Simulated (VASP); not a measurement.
Wanted: the native input for a VASP 6.6.1 run.

| Item | Value |
| --- | --- |
| Task | relaxation of cell and atoms |
| Functional | HSE06 |
| Potentials or basis | VASP PAW PBE potentials, release 64 (Pt, Se) |
| Cutoff | 600 eV |
| k mesh | 4 × 4 × 4 |
| Occupations | fermi-dirac, width 0.05 eV |
| Spin | no spin polarisation |
| Dipole correction | no |
| Grid for exact exchange (PRECFOCK) | Normal |
| Further INCAR settings | ALGO = Normal; EDIFF = 1e-07; IBRION = 2; EDIFFG = -0.01; NSW = 60; ISIF = 3 |
| Share of exact exchange | 0.25 |
| Screening parameter | 0.2079 1/Å |

The system is PtSe.

```
CELL_PARAMETERS angstrom
0.00000 2.79841 2.79841
2.79841 0.00000 2.79841
2.79841 2.79841 0.00000
ATOMIC_POSITIONS crystal
Pt 0.50000 0.50000 0.50000
Se 0.00000 0.00000 0.00000
```

The input as run:

POSCAR

```
PtSe
1.0
    0.0000000000      2.7984111300      2.7984111300
    2.7984111300      0.0000000000      2.7984111300
    2.7984111300      2.7984111300      0.0000000000
Pt Se
1 1
Direct
    0.5000000000      0.5000000000      0.5000000000
    0.0000000000      0.0000000000      0.0000000000
```

INCAR.step1

```
SYSTEM = PtSe
PREC = Accurate
ENCUT = 600
EDIFF = 1E-5
ISMEAR = -1
SIGMA = 0.05
LREAL = .FALSE.
LASPH = .TRUE.
NELM = 60
ALGO = Normal
LWAVE = .TRUE.
LCHARG = .FALSE.
GGA = PE
NBANDS = 15
```

INCAR.step2

```
SYSTEM = PtSe
PREC = Accurate
ENCUT = 600
EDIFF = 1E-7
ISMEAR = -1
SIGMA = 0.05
LREAL = .FALSE.
LASPH = .TRUE.
NELM = 60
ALGO = Normal
ISIF = 3
LWAVE = .FALSE.
LCHARG = .FALSE.
GGA = PE
LHFCALC = .TRUE.
HFSCREEN = 0.2079
PRECFOCK = Normal
IBRION = 2
NSW = 60
EDIFFG = -0.01
ISTART = 1
```

KPOINTS

```
regular mesh
0
G
  4 4 4
  0 0 0
```

Potentials or basis: VASP PAW PBE potentials, release 64 (Pt, Se).

Launch:

```bash
$ cat potpaw_PBE.64/Pt/POTCAR potpaw_PBE.64/Se/POTCAR > POTCAR
$ cp INCAR.step1 INCAR
$ mpirun -np 1 vasp_std > vasp.out
$ cp INCAR.step2 INCAR
$ mpirun -np 1 vasp_std > vasp.out
```

Results of the run:

* Relaxed volume: 17.92 Å³/atom
* Relaxed cell: a = 3.701 Å, b = 3.701 Å, c = 3.701 Å, α = 60.00°, β = 60.00°, γ = 60.00°
* Space group after relaxing (to 0.1 Å): Fm-3m (No. 225)
* Energy gained by relaxing: 255.5 meV/atom
* Ionic steps: 7
* Pressure after relaxing: 0.0 GPa
* Band gap on the k mesh: zero (bands 8 and 9 overlap by 5.15 eV)

Caveat: the k points lie up to 0.52 Å⁻¹ apart in the final cell, too coarse for converged energies and pressures of a metal; the volume moved by over 15 % at a fixed basis, so the end points are rough; the PAW data sets were made with another functional, which shifts forces and pressure a little; spin-orbit coupling is left out, which moves the levels of the heavy elements.

It took 24 min on 1 thread of Intel(R) Xeon(R) 6975P-C (Granite Rapids), on a shared host, peak memory 0.3 GiB.
